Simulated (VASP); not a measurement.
Here is a VASP 6.6.1 calculation.

INCAR

```
ALGO = Normal ; EDIFF = 1E-6
ENCUT = 520 ; GGA = PE
ISIF = 2 ; ISMEAR = -1
LASPH = True ; LCHARG = False
LREAL = False ; LWAVE = False
NBANDS = 8 ; NELM = 60
PREC = Accurate ; SIGMA = 0.1
```

KPOINTS

```
k-points
0
Gamma
  7 7 7
```

POSCAR

```
Si
1.0
    0.0000000000      1.9327840125      1.9327840125
    1.9327840125      0.0000000000      1.9327840125
    1.9327840125      1.9327840125      0.0000000000
Si
1
Direct
    0.0000000000      0.0000000000      0.0000000000
```

Potentials or basis: VASP PAW PBE potentials, release 64 (Si).

Launch:

```bash
$ cat potpaw_PBE.64/Si/POTCAR > POTCAR
$ mpirun -np 1 vasp_std > vasp.out
```

Problem. Predict the pressure.

Solution. 0.2 GPa.

Problem. What does it give for the band gap on the k mesh?

Solution. Zero (band 2 reaches 21.36 eV, above the bottom of band 3 at 7.67 eV).

Caveat: the k points lie up to 0.40 Å⁻¹ apart.
